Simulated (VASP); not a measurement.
A run of VASP 6.6.1 is set up as follows.

Contents of INCAR:

```
SYSTEM = Ti
PREC = Accurate ; ENCUT = 520
EDIFF = 1E-7 ; ISMEAR = -1
SIGMA = 0.15 ; LREAL = .False.
LASPH = .True. ; NELM = 60
ALGO = Normal ; ISIF = 2
LWAVE = .False. ; LCHARG = .False.
GGA = PE ; NBANDS = 12
```

Contents of KPOINTS:

```
Automatic mesh
0
Gamma
  20 20 20
  0 0 0
```

POSCAR

```
Ti
1.0
    0.0000000000      2.0600913449      2.0600913449
    2.0600913449      0.0000000000      2.0600913449
    2.0600913449      2.0600913449      0.0000000000
Ti
1
Direct
    0.0000000000      0.0000000000      0.0000000000
```

Potentials or basis: VASP PAW PBE potentials, release 64 (Ti_sv).

Run with:

```sh
$ cat potpaw_PBE.64/Ti_sv/POTCAR > POTCAR
$ mpirun -np 1 vasp_std > vasp.out
```

Predict the pressure.

-0.3 GPa.

What does it give for the band gap on the k mesh?

Zero (band 6 reaches 9.03 eV, above the bottom of band 7 at 7.78 eV).
